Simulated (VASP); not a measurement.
# ZnS (F-43m) in VASP: a series of runs

Runs on ZnS. Level: PBEsol. Tasks: single point, relaxation of cell and atoms.

Everything below comes from runs of VASP 6.6.1. Logs are shortened: lines on timing, memory, paths and dates and some standing lists are left out, and cuts for length are marked.

### 1 The cell of the first run

Symmetry: F-43m, No. 216, cubic system. The conventional cell has a = 5.357 Å, b = 5.357 Å, c = 5.357 Å, α = 90.00°, β = 90.00°, γ = 90.00°. Within 3.1 Å of Zn (site symmetry -43m) lie 4 S at 2.32 Å. S (site symmetry -43m) has 4 Zn at 2.32 Å within 3.1 Å.

### 2 Single point, PBEsol

Contents of INCAR:

```
SYSTEM = ZnS
PREC = Accurate ; ENCUT = 520
EDIFF = 1E-6 ; ISMEAR = 0
SIGMA = 0.02 ; LREAL = .FALSE.
LASPH = .TRUE. ; NELM = 80
ALGO = Normal ; ISIF = 2
LWAVE = .FALSE. ; LCHARG = .FALSE.
GGA = PS ; NBANDS = 16
```

Contents of KPOINTS:

```
Automatic mesh
0
G
  10 10 10
  0 0 0
```

Contents of POSCAR:

```
ZnS
1.0
    0.0000000000      2.6783088948      2.6783088948
    2.6783088948      0.0000000000      2.6783088948
    2.6783088948      2.6783088948      0.0000000000
Zn S
1 1
Direct
    0.2500000000      0.2500000000      0.2500000000
    0.0000000000      0.0000000000      0.0000000000
```

Potentials or basis: VASP PAW PBE potentials, release 64 (Zn, S).

Launch:

```bash
> cat potpaw_PBE.64/Zn/POTCAR potpaw_PBE.64/S/POTCAR > POTCAR
> mpirun -np 1 vasp_std > vasp.out
```

OUTCAR:

```text
SYSTEM = ZnS
   PREC = Accurate
   ENCUT = 520
   EDIFF = 1E-6
   ISMEAR = 0
   LREAL = .FALSE.
   LASPH = .TRUE.
   NELM = 80
   ISIF = 2
   GGA = PS

 ion  position               nearest neighbor table
   1  0.250  0.250  0.250-   2 2.32   2 2.32   2 2.32   2 2.32
   2  0.000  0.000  0.000-   1 2.32   1 2.32   1 2.32   1 2.32

  LATTYP: Found a face centered cubic cell.
 ALAT       =     5.3566177896

  Lattice vectors:

 A1 = (   0.0000000000,   2.6783088948,   2.6783088948)
 A2 = (   2.6783088948,   0.0000000000,   2.6783088948)
 A3 = (   2.6783088948,   2.6783088948,   0.0000000000)

Analysis of symmetry for initial positions (statically):
=====================================================================
 Subroutine PRICEL returns:
 Original cell was already a primitive cell.

 Routine SETGRP: Setting up the symmetry group for a
 face centered cubic supercell.

 Subroutine GETGRP returns: Found 24 space group operations
 (whereof 24 operations were pure point group operations)
 out of a pool of 48 trial point group operations.

The static configuration has the point symmetry T_d .

Analysis of symmetry for dynamics (positions and initial velocities):
=====================================================================
 Subroutine PRICEL returns:
 Original cell was already a primitive cell.

 Routine SETGRP: Setting up the symmetry group for a
 face centered cubic supercell.

 Subroutine GETGRP returns: Found 24 space group operations
 (whereof 24 operations were pure point group operations)
 out of a pool of 48 trial point group operations.

The dynamic configuration has the point symmetry T_d .

 Subroutine INISYM returns: Found 24 space group operations
 (whereof 24 operations are pure point group operations),
 and found     1 'primitive' translations

----------------------------------------------------------------------------------------

                                     Primitive cell

  volume of cell :      38.4248

  direct lattice vectors                    reciprocal lattice vectors
     0.000000000  2.678308895  2.678308895    -0.186684964  0.186684964  0.186684964
     2.678308895  0.000000000  2.678308895     0.186684964 -0.186684964  0.186684964
     2.678308895  2.678308895  0.000000000     0.186684964  0.186684964 -0.186684964

  length of vectors
     3.787700763  3.787700763  3.787700763     0.323347843  0.323347843  0.323347843

  position of ions in fractional coordinates (direct lattice)
     0.250000000  0.250000000  0.250000000
     0.000000000  0.000000000  0.000000000

  ion indices of the primitive-cell ions
   primitive index   ion index
                 1           1
                 2           2

----------------------------------------------------------------------------------------

 KPOINTS: Automatic mesh

Automatic generation of k-mesh.
 Grid dimensions read from file:
 generate k-points for:   10   10   10

 Generating k-lattice:

  Cartesian coordinates                     Fractional coordinates (reciprocal lattice)
    -0.018668496  0.018668496  0.018668496     0.100000000  0.000000000  0.000000000
     0.018668496 -0.018668496  0.018668496     0.000000000  0.100000000  0.000000000
     0.018668496  0.018668496 -0.018668496     0.000000000  0.000000000  0.100000000

  Length of vectors
     0.032334784  0.032334784  0.032334784

  Shift w.r.t. Gamma in fractional coordinates (k-lattice)
     0.000000000  0.000000000  0.000000000

 Subroutine IBZKPT returns following result:
 ===========================================

 Found     47 irreducible k-points:

 Following reciprocal coordinates:
            Coordinates               Weight
  0.000000  0.000000  0.000000      1.000000
  0.100000  0.000000  0.000000      8.000000
  0.200000  0.000000  0.000000      8.000000
  0.300000  0.000000  0.000000      8.000000
  0.400000  0.000000  0.000000      8.000000
  0.500000  0.000000  0.000000      4.000000
[... 16 lines left out ...]
  0.300000  0.300000  0.000000      6.000000
  0.400000  0.300000  0.000000     24.000000
 [... further k-points ...]
   k-points           NKPTS =     47   k-points in BZ     NKDIM =     47   number of bands    NBANDS=     16
   number of dos      NEDOS =    301   number of ions     NIONS =      2
   total plane-waves  NPLWV =  21952
   dimension x,y,z NGX =    28 NGY =   28 NGZ =   28
   dimension x,y,z NGXF=    56 NGYF=   56 NGZF=   56
   ions per type =               1   1
   NGX,Y,Z   is equivalent  to a cutoff of  12.29, 12.29, 12.29 a.u.
   NGXF,Y,Z  is equivalent  to a cutoff of  24.58, 24.58, 24.58 a.u.
 SYSTEM =  ZnS
   PREC   = accura    normal or accurate (medium, high low for compatibility)
   ISTART =      0    job   : 0-new  1-cont  2-samecut
   ICHARG =      2    charge: 1-file 2-atom 10-const
   ISPIN  =      1    spin polarized calculation?
   LNONCOLLINEAR =      F non collinear calculations
   LSORBIT =      F    spin-orbit coupling
   LASPH  =      T    aspherical Exc in radial PAW
   ENCUT  =  520.0 eV  38.22 Ry    6.18 a.u.   7.04  7.04  7.04*2*pi/ulx,y,z
   NELM   =     80;   NELMIN=  2; NELMDL= -5     # of ELM steps
   EDIFF  = 0.1E-05   stopping-criterion for ELM
   LREAL  =      F    real-space projection
   EDIFFG = 0.1E-04   stopping-criterion for IOM
   NSW    =      0    number of steps for IOM
   IBRION =     -1    ionic relax: 0-MD 1-quasi-New 2-CG
   NFREE  =      0    steps in history (QN), initial steepest desc. (CG)
   ISIF   =      2    stress and relaxation
   ISYM   =      2    0-nonsym 1-usesym 2-fastsym
   POTIM  = 0.5000    time-step for ionic-motion
   TEBEG  =    0.0;   TEEND  =   0.0 temperature during run
   PSTRESS=    0.0 pullay stress
   NELECT =      18.0000    total number of electrons
   NUPDOWN=      -1.0000    fix difference up-down
   EMIN   =  10.00;   EMAX   =-10.00  energy-range for DOS
   EFERMI =   0.00;   METHOD = LEGACY
   ISMEAR =     0;   SIGMA  =   0.02  broadening in eV -4-tet -1-fermi 0-gaus
   EFERMI_NEDOS =   21; number of points for ismear=-14 and -15
   IALGO  =     38    algorithm
   IMIX   =      4    mixing-type and parameters
     AMIX     =   0.40;   BMIX     =  1.00
     AMIX_MAG =   1.60;   BMIX_MAG =  1.00
  volume/ion in A,a.u.               =      19.21       129.65
  Fermi-wavevector in a.u.,A,eV,Ry     =   1.271437  2.402668 21.994542  1.616553
  Thomas-Fermi vector in A             =   2.404371
   LORBIT       =      0    0 simple, 1 ext, 2 COOP (PROOUT), +10 PAW based schemes
   GGA     = PS    functional components
   LHFCALC =     F    Hartree Fock is set to
   AEXX    =    0.0000 exact exchange contribution
   IVDW    =     0    specifies the selected vdW correction
   LEPSILON=     F    determine dielectric tensor
   LRPA    =     F    only Hartree local field effects (RPA)
 non-spin polarized calculation
 Gauss-broadening in eV      SIGMA  =   0.02
  energy-cutoff  :      520.00
  volume of cell :       38.42
 maximum number of plane-waves:      1056
   NGX = 15   NGY = 15   NGZ = 15

 number of electron      18.0000015 magnetization

 Free energy of the ion-electron system (eV)
  ---------------------------------------------------
  ext. energy  EPLUGINS =         0.00000000
  ---------------------------------------------------
  free energy    TOTEN  =        -7.58892770 eV

  energy without entropy =       -7.58892770  energy(sigma->0) =       -7.58892770

 E-fermi :   2.4093     XC(G=0):  -9.9745

 val. band max:        2.2635029137   @ k =   0.0000   0.0000   0.0000
 cond. band min:       4.3559847550   @ k =   0.0000   0.0000   0.0000
 fundamental gap:      2.0924818413
 Fermi energy:         2.4092977419

 k-point     1 :       0.0000    0.0000    0.0000
  band No.  band energies     occupation
      1     -11.0806      2.00000
      2      -4.2187      2.00000
      3      -4.2187      2.00000
      4      -4.2187      2.00000
      5      -3.6878      2.00000
      6      -3.6878      2.00000
[... 8 lines left out ...]
     15      14.0305      0.00000
     16      14.0509      0.00000

 k-point     2 :       0.1000    0.0000    0.0000
  band No.  band energies     occupation
      1     -11.0003      2.00000
      2      -4.2215      2.00000
      3      -4.2041      2.00000
      4      -4.2041      2.00000
      5      -3.6892      2.00000
      6      -3.6892      2.00000
[... 8 lines left out ...]
     15      13.5511      0.00000
     16      14.6493      0.00000

 k-point     3 :       0.2000    0.0000    0.0000
  band No.  band energies     occupation
      1     -10.7781      2.00000
      2      -4.2108      2.00000
      3      -4.1679      2.00000
      4      -4.1679      2.00000
      5      -3.6894      2.00000
      6      -3.6894      2.00000
[... 8 lines left out ...]
     15      13.1084      0.00000
     16      14.6437      0.00000

 k-point     4 :       0.3000    0.0000    0.0000
  band No.  band energies     occupation
      1     -10.4745      2.00000
      2      -4.1311      2.00000
      3      -4.1295      2.00000
      4      -4.1295      2.00000
      5      -3.6806      2.00000
      6      -3.6806      2.00000
[... 8 lines left out ...]
     15      13.4934      0.00000
     16      14.0669      0.00000
[... 324 lines left out ...]
 k-point    22 :      -0.2000    0.2000    0.0000
  band No.  band energies     occupation
      1     -10.3718      2.00000
      2      -4.1294      2.00000
      3      -4.1029      2.00000
      4      -4.0973      2.00000
      5      -3.7120      2.00000
      6      -3.6475      2.00000
[... 8 lines left out ...]
     15      15.1649      0.00000
     16      16.8692      0.00000

 k-point    23 :       0.3000    0.3000    0.0000
  band No.  band energies     occupation
      1     -10.2711      2.00000
      2      -4.2966      2.00000
      3      -4.0065      2.00000
      4      -4.0065      2.00000
      5      -3.7246      2.00000
      6      -3.6343      2.00000
[... 8 lines left out ...]
     15      15.1237      0.00000
     16      18.9554      0.00000

 k-point    24 :       0.4000    0.3000    0.0000
  band No.  band energies     occupation
      1     -10.0535      2.00000
      2      -4.2648      2.00000
      3      -3.9585      2.00000
      4      -3.9505      2.00000
      5      -3.6677      2.00000
      6      -3.6261      2.00000
[... 8 lines left out ...]
     15      15.6854      0.00000
     16      18.2033      0.00000

 [... further k-points ...]
[... 5 lines left out ...]
  --------------------------------------------------------------------------------------
  -------------------------------------------------------------------------------------
  Total        0.0459768      0.0459768      0.0459768      0.0000000      0.0000000     -0.0000000
  in kB        1.9170688      1.9170688      1.9170688      0.0000000      0.0000000     -0.0000000
  external PRESSURE =       1.9170688 kB  Pullay stress =       0.0000000 kB

 VOLUME and BASIS-vectors are now :
 -----------------------------------------------------------------------------
  energy-cutoff  :      520.00
  volume of cell :       38.42
      direct lattice vectors                 reciprocal lattice vectors
     0.000000000  2.678308895  2.678308895    -0.186684964  0.186684964  0.186684964
     2.678308895  0.000000000  2.678308895     0.186684964 -0.186684964  0.186684964
     2.678308895  2.678308895  0.000000000     0.186684964  0.186684964 -0.186684964

 POSITION                                       TOTAL-FORCE (eV/Angst)
 -----------------------------------------------------------------------------------
      1.33915      1.33915      1.33915         0.000000      0.000000      0.000000
      0.00000      0.00000      0.00000        -0.000000     -0.000000     -0.000000
 -----------------------------------------------------------------------------------
    total drift:                               -0.000002     -0.000002     -0.000002

  FREE ENERGIE OF THE ION-ELECTRON SYSTEM (eV)
  ---------------------------------------------------
  free  energy   TOTEN  =        -7.5889276953 eV

  energy  without entropy=       -7.5889276953  energy(sigma->0) =       -7.58892770
```

It took 21 s on 1 thread of Intel Xeon Platinum 8488C (Sapphire Rapids), shared host; peak memory 0.17 GiB.

What came out:

```
Free energy            : -7.5889 eV
Pressure               : 0.2 GPa
Band gap on the k mesh : 2.09 eV, direct
```

Levels at points of the mesh, in eV from the valence-band top:
| k point | band 7 | band 8 | band 9 | band 10 | band 11 | band 12 |
| --- | --- | --- | --- | --- | --- | --- |
| (0.00, 0.00, 0.00) | 0.00 | 0.00 | 0.00 | 2.09 | 6.29 | 6.29 |
| (0.50, 0.00, 0.00) | -5.54 | -0.92 | -0.92 | 3.24 | 6.82 | 6.82 |
| (0.50, 0.50, 0.00) | -4.71 | -2.35 | -2.35 | 3.18 | 3.96 | 11.02 |

Caveat: the PAW data sets were made with another functional, which shifts forces and pressure a little. A hybrid or GW would open this gap; PBEsol tends to underestimate it.

### 3 Relaxation of cell and atoms, PBEsol

This run uses another cell than the first one, of 20.16 Å³/atom, 1.049 times its volume.

Contents of INCAR:

```
SYSTEM = ZnS
ALGO     = Normal         ! electronic algorithm
EDIFF    = 1E-6           ! SCF threshold, eV
EDIFFG   = -0.005         ! ionic threshold
ENCUT    = 600            ! plane-wave cutoff, eV
GGA      = PS             ! functional
IBRION   = 2              ! ionic algorithm
ISIF     = 3              ! what is computed and relaxed
ISMEAR   = 0              ! smearing method
LASPH    = .TRUE.         ! aspherical terms in the spheres
LCHARG   = .FALSE.        ! write CHGCAR
LREAL    = .FALSE.        ! projectors in reciprocal space
LWAVE    = .FALSE.        ! write WAVECAR
NELM     = 100            ! most SCF steps
NSW      = 70             ! ionic steps
PREC     = Accurate       ! precision mode
SIGMA    = 0.02           ! smearing width, eV
```

Contents of KPOINTS:

```
k-points
0
G
  10 10 10
  0 0 0
```

Contents of POSCAR:

```
ZnS
1.0
    0.0000000000      2.7214810267      2.7214810267
    2.7214810267      0.0000000000      2.7214810267
    2.7214810267      2.7214810267      0.0000000000
Zn S
1 1
Direct
    0.2500000000      0.2500000000      0.2500000000
    0.0000000000      0.0000000000      0.0000000000
```

Potentials or basis: VASP PAW PBE potentials, release 64 (Zn, S).

Launch:

```bash
> cat potpaw_PBE.64/Zn/POTCAR potpaw_PBE.64/S/POTCAR > POTCAR
> mpirun -np 1 vasp_std > vasp.out
```

It took 54 s on 1 thread of Intel Xeon Platinum 8488C (Sapphire Rapids), shared host; peak memory 0.19 GiB.

It converged, with:

```yaml
Free_energy: -7.5895 eV
Relaxed_volume: 19.28 Å³/atom
Relaxed_cell: a = 3.792 Å, b = 3.792 Å, c = 3.792 Å, α = 60.00°, β = 60.00°, γ = 60.00°
Space_group_after_relaxing_to_0.05_Å: F-43m (No. 216)
Energy_gained_by_relaxing: 9.5 meV/atom
Ionic_steps: 5
Pressure_after_relaxing: 0.0 GPa
Band_gap_on_the_k_mesh: 2.08 eV, direct
```

Step by step:
```csv
step,energy change (eV),largest force (eV/Å),pressure (GPa),volume (Å³)
1,0.0000,0.0000,-3.17,40.31
2,-0.0174,0.0000,1.12,38.03
3,-0.0189,0.0000,-0.09,38.52
4,-0.0189,0.0000,0.11,38.48
5,-0.0189,0.0000,-0.04,38.55
```

Final structure:
```
Zn S
1.0
     0.00000    2.68126    2.68126
     2.68126    0.00000    2.68126
     2.68126    2.68126    0.00000
Zn S
1 1
Direct
  0.25000 0.25000 0.25000
  0.00000 0.00000 0.00000
```

Levels at points of the mesh, in eV from the valence-band top:
```tsv
k point	band 5	band 6	band 7	band 8	band 9	band 10	band 11	band 12	band 13
(0.00, 0.00, 0.00)	-5.94	-5.94	0.00	0.00	0.00	2.08	6.29	6.29	6.29
(0.50, 0.00, 0.00)	-5.91	-5.74	-5.51	-0.91	-0.91	3.24	6.82	6.82	8.78
(0.50, 0.50, 0.00)	-5.86	-5.72	-4.70	-2.34	-2.34	3.19	3.96	11.00	12.04
```

Caveat: the PAW data sets were made with another functional, which shifts forces and pressure a little.
